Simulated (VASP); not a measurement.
Wanted: the native input for a VASP 6.6.1 run.

- Task: single point
- Functional: PBE
- Potentials or basis: VASP PAW PBE potentials, release 64 (Mg, In_d, N)
- Cutoff: 520 eV
- k mesh: 6 × 6 × 4
- Occupations: gaussian, width 0.1 eV
- Spin: no spin polarisation
- Dipole correction: no
- Further INCAR settings: ALGO = Normal; EDIFF = 1e-06; NBANDS = 29

The structure of MgInN lies in POSCAR:

```
MgInN
1.0
    4.1162485325      0.0000000000      0.0000000000
    0.0000000000      4.1162485325      0.0000000000
    0.0000000000      0.0000000000      6.0354920159
Mg In N
2 2 2
Direct
    0.0000000000      0.5000000000      0.0965013917
    0.5000000000      0.0000000000      0.9034986083
    0.0000000000      0.5000000000      0.6395978657
    0.5000000000      0.0000000000      0.3604021343
    0.0000000000      0.0000000000      0.0000000000
    0.5000000000      0.5000000000      0.0000000000
```

One way to write it, as run:

INCAR

```
PREC     = Accurate       # precision mode
ENCUT    = 520            # plane-wave cutoff, eV
EDIFF    = 1E-6           # SCF threshold, eV
ISMEAR   = 0              # smearing method
SIGMA    = 0.1            # smearing width, eV
LREAL    = False          # projectors in reciprocal space
LASPH    = True           # aspherical terms in the spheres
NELM     = 80             # most SCF steps
ALGO     = Normal         # electronic algorithm
ISIF     = 2              # what is computed and relaxed
LWAVE    = False          # write WAVECAR
LCHARG   = False          # write CHGCAR
GGA      = PE             # functional
NBANDS   = 29             # bands
```

KPOINTS

```
Automatic mesh
0
Gamma
  6 6 4
```

Potentials or basis: VASP PAW PBE potentials, release 64 (Mg, In_d, N).

Run with:

```bash
$ cat potpaw_PBE.64/Mg/POTCAR potpaw_PBE.64/In_d/POTCAR potpaw_PBE.64/N/POTCAR > POTCAR
$ mpirun -np 1 vasp_std > vasp.out
```

It gave:

| Item | Value |
| --- | --- |
| Pressure | 0.0 GPa |
| Largest force | 0.018 eV/Å |
| Band gap on the k mesh | zero (bands 20 and 21 overlap by 0.49 eV) |

Caveat: spin-orbit coupling is left out, which moves the levels of the heavy elements.

It took 93 s on 1 thread of Oxide Virtual Turin-like Processor (shared host), peak memory 0.22 GiB.
